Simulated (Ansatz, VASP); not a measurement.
Two plane-wave programs on Al12H

File INCAR:

```
PREC     = Accurate       # precision mode
ENCUT    = 520            # plane-wave cutoff, eV
EDIFF    = 1E-6           # SCF threshold, eV
ISMEAR   = 0              # smearing method
SIGMA    = 0.1            # smearing width, eV
LREAL    = False          # projectors in reciprocal space
LASPH    = True           # aspherical terms in the spheres
NELM     = 150            # most SCF steps
ALGO     = Normal         # electronic algorithm
ISIF     = 2              # what is computed and relaxed
LWAVE    = False          # write WAVECAR
LCHARG   = False          # write CHGCAR
ISPIN    = 2              # spin polarisation
MAGMOM   = 0 0 0 0 0 0 0 0 0 0 0 0 1 # initial moments
LORBIT   = 11             # projections on sites
LDIPOL   = True         
IDIPOL   = 3            
DIPOL    = 0.5 0.5 0.307
GGA      = PE             # functional
NBANDS   = 34             # bands
```

File KPOINTS:

```
regular mesh
0
Gamma
  6 6 1
```

The input POSCAR:

```
Al12H
1.0
    5.7143028096      0.0000000000      0.0000000000
   -2.8571514048      4.9487313980      0.0000000000
    0.0000000000      0.0000000000     21.6016424764
Al H
12 1
Direct
    0.3333333333      0.1666666667      0.1851711047
    0.3333333333      0.6666666667      0.1851711047
    0.8333333333      0.1666666667      0.1851711047
    0.8333333333      0.6666666667      0.1851711047
    0.1666666667      0.3333333333      0.2916873740
    0.1666666667      0.8333333333      0.2916873740
    0.6666666667      0.3333333333      0.2916873740
    0.6666666667      0.8333333333      0.2916873740
    0.0000000000      0.0000000000      0.3981939098
    0.0000000000      0.5000000000      0.3981939098
    0.5000000000      0.0000000000      0.3981939098
    0.5000000000      0.5000000000      0.3981939098
    0.3333333333     -0.3333333333      0.4940199565
```

Input for Ansatz:

```yaml
crystal:
  lattice:
    - [5.7143028096, 0.0, 0.0]
    - [-2.8571514048, 4.948731398, 0.0]
    - [0.0, 0.0, 21.6016424764]
  atoms:
    - { symbol: Al, position: [0.3333333333, 0.1666666667, 0.1851711047] }
    - { symbol: Al, position: [0.3333333333, 0.6666666667, 0.1851711047] }
    - { symbol: Al, position: [0.8333333333, 0.1666666667, 0.1851711047] }
    - { symbol: Al, position: [0.8333333333, 0.6666666667, 0.1851711047] }
    - { symbol: Al, position: [0.1666666667, 0.3333333333, 0.291687374] }
    - { symbol: Al, position: [0.1666666667, 0.8333333333, 0.291687374] }
    - { symbol: Al, position: [0.6666666667, 0.3333333333, 0.291687374] }
    - { symbol: Al, position: [0.6666666667, 0.8333333333, 0.291687374] }
    - { symbol: Al, position: [0.0, 0.0, 0.3981939098] }
    - { symbol: Al, position: [0.0, 0.5, 0.3981939098] }
    - { symbol: Al, position: [0.5, 0.0, 0.3981939098] }
    - { symbol: Al, position: [0.5, 0.5, 0.3981939098] }
    - { symbol: H, position: [0.3333333333, -0.3333333333, 0.4940199565], spin: 1.0 }
basis:
  ecutwfc: 420
kpoints:
  mp_grid: { grid: [6, 6, 1] }
hamiltonian:
  xc: pbe
scf:
  occupations: { method: gaussian, width: 0.1 }
output:
  forces: true
  eigenvalues: true
  populations: true
magnetization:
  spin_polarized: true
efield:
  axis: 3
  dipole_correction: true
  ramp_width: 0.04
```

Alike in both runs: task single point; functional PBE; k mesh 6 × 6 × 1; occupations gaussian, width 0.1 eV; collinear spin.

|  | VASP | Ansatz |
| --- | --- | --- |
| version | VASP 6.6.1 | Ansatz 0.2.0 |
| potentials or method | VASP PAW PBE potentials, release 64 (Al, H), cutoff 520 eV | scalar-relativistic, plane waves, PAW |
| valence electrons in the cell | 37 | 37 |

VASP gave:

```
gap on the k mesh at the Fermi level (eV) : none
rms of the force components (eV/Å)        : 0.270
net moment per atom (μB)                  : 0.00
```

Q: What did Ansatz give for the same quantities?

A: gap on the k mesh at the Fermi level (eV): none; rms of the force components (eV/Å): 0.271; net moment per atom (μB): 0.00.

Atom by atom the forces differ by 0.001 eV/Å (rms over components). A gap of «none» marks a metal or a gap that the smearing closes. Ansatz's warnings: seeded moment not kept.
